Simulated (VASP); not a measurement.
# Ag (Fm-3m) in VASP: single point with LDA

Aim: the single point of Ag with LDA.

Everything below comes from runs of VASP 6.6.1. Logs are shortened: lines on timing, memory, paths and dates and some standing lists are left out, and cuts for length are marked.

## 1. The cell of the first run

The structure is cubic, space group Fm-3m (No. 225). The conventional cell has a = 4.002 Å, b = 4.002 Å, c = 4.002 Å, α = 90.00°, β = 90.00°, γ = 90.00°. Within 3.7 Å of Ag (site symmetry m-3m) lie 12 Ag at 2.83 Å.

## 2. Single point, LDA

The input, INCAR:

```
SYSTEM = Ag
PREC = Accurate
ENCUT = 500
EDIFF = 1E-6
ISMEAR = 0
SIGMA = 0.1
LREAL = .False.
LASPH = .True.
NELM = 120
ALGO = Normal
ISIF = 2
LWAVE = .False.
LCHARG = .True.
GGA = CA
LELF = .True.
LVHAR = .True.
NBANDS = 12
GGA_COMPAT = .False.
```

The input, KPOINTS:

```
Automatic mesh
0
Gamma
  18 18 18
  0 0 0
```

The input, POSCAR:

```
Ag
1.0
    0.0000000000      2.0011641333      2.0011641333
    2.0011641333      0.0000000000      2.0011641333
    2.0011641333      2.0011641333      0.0000000000
Ag
1
Direct
    0.0000000000      0.0000000000      0.0000000000
```

Potentials or basis: VASP PAW LDA potentials, release 64 (Ag).

The run is started by

```console
$ cat potpaw_LDA.64/Ag/POTCAR > POTCAR
$ mpirun -np 1 vasp_std > vasp.out
```

OUTCAR:

```text
SYSTEM = Ag
   PREC = Accurate
   ENCUT = 500
   EDIFF = 1E-6
   ISMEAR = 0
   LREAL = .False.
   LASPH = .True.
   NELM = 120
   ISIF = 2
   GGA = CA

 ion  position               nearest neighbor table
   1  0.000  0.000  0.000-

  LATTYP: Found a face centered cubic cell.
 ALAT       =     4.0023282666

  Lattice vectors:

 A1 = (   0.0000000000,   2.0011641333,   2.0011641333)
 A2 = (   2.0011641333,   0.0000000000,   2.0011641333)
 A3 = (   2.0011641333,   2.0011641333,   0.0000000000)

Analysis of symmetry for initial positions (statically):
=====================================================================
 Subroutine PRICEL returns:
 Original cell was already a primitive cell.

 Routine SETGRP: Setting up the symmetry group for a
 face centered cubic supercell.

 Subroutine GETGRP returns: Found 48 space group operations
 (whereof 48 operations were pure point group operations)
 out of a pool of 48 trial point group operations.

The static configuration has the point symmetry O_h .

Analysis of symmetry for dynamics (positions and initial velocities):
=====================================================================
 Subroutine PRICEL returns:
 Original cell was already a primitive cell.

 Routine SETGRP: Setting up the symmetry group for a
 face centered cubic supercell.

 Subroutine GETGRP returns: Found 48 space group operations
 (whereof 48 operations were pure point group operations)
 out of a pool of 48 trial point group operations.

The dynamic configuration has the point symmetry O_h .

 Subroutine INISYM returns: Found 48 space group operations
 (whereof 48 operations are pure point group operations),
 and found     1 'primitive' translations

----------------------------------------------------------------------------------------

                                     Primitive cell

  volume of cell :      16.0280

  direct lattice vectors                    reciprocal lattice vectors
     0.000000000  2.001164133  2.001164133    -0.249854568  0.249854568  0.249854568
     2.001164133  0.000000000  2.001164133     0.249854568 -0.249854568  0.249854568
     2.001164133  2.001164133  0.000000000     0.249854568  0.249854568 -0.249854568

  length of vectors
     2.830073458  2.830073458  2.830073458     0.432760806  0.432760806  0.432760806

  position of ions in fractional coordinates (direct lattice)
     0.000000000  0.000000000  0.000000000

  ion indices of the primitive-cell ions
   primitive index   ion index
                 1           1

[... 81 lines left out ...]
   PSTRESS=    0.0 pullay stress
   NELECT =      11.0000    total number of electrons
   NUPDOWN=      -1.0000    fix difference up-down
   EMIN   =  10.00;   EMAX   =-10.00  energy-range for DOS
   EFERMI =   0.00;   METHOD = LEGACY
   ISMEAR =     0;   SIGMA  =   0.10  broadening in eV -4-tet -1-fermi 0-gaus
   EFERMI_NEDOS =   21; number of points for ismear=-14 and -15
   IALGO  =     38    algorithm
   IMIX   =      4    mixing-type and parameters
     AMIX     =   0.40;   BMIX     =  1.00
     AMIX_MAG =   1.60;   BMIX_MAG =  1.00
  volume/ion in A,a.u.               =      16.03       108.16
  Fermi-wavevector in a.u.,A,eV,Ry     =   1.444042  2.728843 28.371630  2.085256
  Thomas-Fermi vector in A             =   2.562381
   LORBIT       =      0    0 simple, 1 ext, 2 COOP (PROOUT), +10 PAW based schemes
   GGA     = CA    functional components
   LHFCALC =     F    Hartree Fock is set to
   AEXX    =    0.0000 exact exchange contribution
   IVDW    =     0    specifies the selected vdW correction
   LEPSILON=     F    determine dielectric tensor
   LRPA    =     F    only Hartree local field effects (RPA)
 non-spin polarized calculation
 Gauss-broadening in eV      SIGMA  =   0.10
  energy-cutoff  :      500.00
  volume of cell :       16.03
 maximum number of plane-waves:       419
 NGX is ok and might be reduce to    24
   NGX = 11   NGY = 11   NGZ = 11

 number of electron      11.0000002 magnetization

 Free energy of the ion-electron system (eV)
  ---------------------------------------------------
  ext. energy  EPLUGINS =         0.00000000
  ---------------------------------------------------
  free energy    TOTEN  =        -3.78481289 eV

  energy without entropy =       -3.78385844  energy(sigma->0) =       -3.78433567

 E-fermi :   9.0257     XC(G=0): -12.9504

 val. band max:        8.9886536378   @ k =   0.5000   0.2778   0.1111
 cond. band min:       9.1812288092   @ k =   0.5000   0.1111   0.0000
 fundamental gap:      0.1925751714
 Fermi energy:         9.0257253677

 k-point     1 :       0.0000    0.0000    0.0000
  band No.  band energies     occupation
      1       0.7530      2.00000
      2       4.0413      2.00000
      3       4.0413      2.00000
      4       4.0413      2.00000
      5       5.2173      2.00000
      6       5.2173      2.00000
      7      25.1831      0.00000
      8      29.0584      0.00000
      9      29.0584      0.00000
     10      29.0584      0.00000
     11      34.2354      0.00000
     12      35.6553      0.00000
[... 331 lines left out ...]
 k-point    24 :      -0.2222    0.0556    0.0000
  band No.  band energies     occupation
      1       2.2552      2.00000
      2       4.0143      2.00000
      3       4.3164      2.00000
      4       4.3231      2.00000
      5       5.1563      2.00000
      6       5.5613      2.00000
      7      21.0709      0.00000
      8      25.6169      0.00000
      9      28.2562      0.00000
     10      31.0120      0.00000
     11      31.3578      0.00000
     12      32.4859      0.00000

 [... further k-points ...]

------------------------ aborting loop because EDIFF is reached ----------------------------------------

  FORCE on cell =-STRESS in cart. coord.  units (eV):
  Direction    XX          YY          ZZ          XY          YZ          ZX
  --------------------------------------------------------------------------------------
  -------------------------------------------------------------------------------------
  Total        0.0137957      0.0137957      0.0137957     -0.0000000      0.0000000      0.0000000
  in kB        1.3790422      1.3790422      1.3790422     -0.0000000      0.0000000      0.0000000
  external PRESSURE =       1.3790422 kB  Pullay stress =       0.0000000 kB

 VOLUME and BASIS-vectors are now :
 -----------------------------------------------------------------------------
  energy-cutoff  :      500.00
  volume of cell :       16.03
      direct lattice vectors                 reciprocal lattice vectors
     0.000000000  2.001164133  2.001164133    -0.249854568  0.249854568  0.249854568
     2.001164133  0.000000000  2.001164133     0.249854568 -0.249854568  0.249854568
     2.001164133  2.001164133  0.000000000     0.249854568  0.249854568 -0.249854568

 POSITION                                       TOTAL-FORCE (eV/Angst)
 -----------------------------------------------------------------------------------
      0.00000      0.00000      0.00000         0.000000      0.000000      0.000000
 -----------------------------------------------------------------------------------
    total drift:                               -0.000000      0.000000      0.000000

  FREE ENERGIE OF THE ION-ELECTRON SYSTEM (eV)
  ---------------------------------------------------
  free  energy   TOTEN  =        -3.7848128906 eV

  energy  without entropy=       -3.7838584408  energy(sigma->0) =       -3.78433567
```

OSZICAR:

```text
N       E                     dE             d eps       ncg     rms          rms(c)
DAV:   1     0.498196470527E+02    0.49820E+02   -0.54177E+03  4744   0.812E+02
DAV:   2    -0.331049801825E+01   -0.53130E+02   -0.50142E+02  5476   0.193E+02
DAV:   3    -0.411228055379E+01   -0.80178E+00   -0.80135E+00  5472   0.250E+01
DAV:   4    -0.411473738194E+01   -0.24568E-02   -0.24567E-02  5456   0.145E+00
DAV:   5    -0.411475600067E+01   -0.18619E-04   -0.18620E-04  5452   0.111E-01    0.647E+00
DAV:   6    -0.380318454410E+01    0.31157E+00   -0.12069E+00  5088   0.982E+00    0.396E+00
DAV:   7    -0.378992260111E+01    0.13262E-01   -0.11188E-02  5420   0.974E-01    0.216E+00
DAV:   8    -0.378480056246E+01    0.51220E-02   -0.96400E-04  5356   0.251E-01    0.904E-02
DAV:   9    -0.378481404905E+01   -0.13487E-04   -0.78482E-06  5460   0.198E-02    0.179E-02
DAV:  10    -0.378481291706E+01    0.11320E-05   -0.20486E-06  5472   0.104E-02    0.337E-03
DAV:  11    -0.378481289062E+01    0.26447E-07   -0.43157E-08  2864   0.167E-03
   1 F= -.37848129E+01 E0= -.37843357E+01  d E =-.954450E-03
```

stdout:

```text
POSCAR found type information on POSCAR Ag
 POSCAR found :  1 types and       1 ions
 scaLAPACK will be used
 LDA part: xc-table for (Slater(with rela. corr.)+CA(PZ))
 , standard interpolation
 POSCAR, INCAR and KPOINTS ok, starting setup
 FFT: planning ... GRIDC
 FFT: planning ... GRID_SOFT
 FFT: planning ... GRID
 WAVECAR not read
 entering main loop
```

Wall time 40 s (1 thread of Intel Xeon 8259CL, shared host); peak memory 0.16 GiB.

What came out:

```yaml
Free_energy: -3.7848 eV
Pressure: 0.1 GPa
Band_gap_on_the_k_mesh: zero (an odd number of electrons rules out a gap without spin polarisation)
```

The gap in the log of VASP goes by the Fermi energy; the results here count the filled bands.